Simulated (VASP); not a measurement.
A run of VASP 6.6.1:

The input INCAR:

```
PREC = Accurate
ENCUT = 520
EDIFF = 1E-6
ISMEAR = -1
SIGMA = 0.05
LREAL = F
LASPH = T
NELM = 150
ALGO = Normal
ISIF = 2
LWAVE = F
LCHARG = F
LNONCOLLINEAR = T
MAGMOM = 0 0 0.607
LORBIT = 11
LSORBIT = T
GGA_COMPAT = F
LORBMOM = T
LMAXMIX = 4
GGA = CA
NBANDS = 21
```

KPOINTS

```
Automatic mesh
0
Gamma
  16 16 16
```

File POSCAR:

```
Ni
1.0
    0.0000000000      1.7124641817      1.7124641817
    1.7124641817      0.0000000000      1.7124641817
    1.7124641817      1.7124641817      0.0000000000
Ni
1
Direct
    0.0000000000      0.0000000000      0.0000000000
```

Potentials or basis: VASP PAW LDA potentials, release 64 (Ni).

Run with:

```console
$ cat potpaw_LDA.64/Ni/POTCAR > POTCAR
$ mpirun -np 1 vasp_ncl > vasp.out
```

Hardware: 1 thread of Intel(R) Xeon(R) 6975P-C (Granite Rapids), with other jobs on the host.

Task: How long does it take, and how much memory?

Result: It took 110 s on 1 thread of Intel(R) Xeon(R) 6975P-C (Granite Rapids) (shared host), peak memory 0.27 GiB. Counts: scf iterations 13, k points 554.
